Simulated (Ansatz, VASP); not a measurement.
## Si2B3: VASP beside Ansatz

```
CELL_PARAMETERS angstrom
5.78262 0.00000 0.00000
0.00000 5.78262 0.00000
0.00000 0.00000 3.05322
ATOMIC_POSITIONS crystal
B 0.00000 0.00000 0.00000
B 0.50000 0.50000 0.00000
B 0.17680 0.67680 0.50000
B 0.32320 0.17680 0.50000
B 0.82320 0.32320 0.50000
B 0.67680 0.82320 0.50000
Si 0.38270 0.88270 0.00000
Si 0.11730 0.38270 0.00000
Si 0.61730 0.11730 0.00000
Si 0.88270 0.61730 0.00000
```

Alike in both runs: task single point; functional r2SCAN; k mesh 5 × 5 × 8; occupations gaussian, width 0.0151 eV; no spin polarisation.

```csv
,VASP,Ansatz
version,VASP 6.6.1,Ansatz 0.2.0
potentials or method,"VASP PAW PBE potentials, release 64 (B, Si), cutoff 520 eV",PAW plane waves
valence electrons in the cell,34,34
```

|  | VASP | Ansatz | Ansatz less VASP |
| --- | --- | --- | --- |
| pressure (GPa) | 3.0 | 3.2 | +0.14 |
| rms of the force components (eV/Å) | 3.384 | 3.414 | +0.0300 |

VASP's potentials were made for PBE, not for r2SCAN.
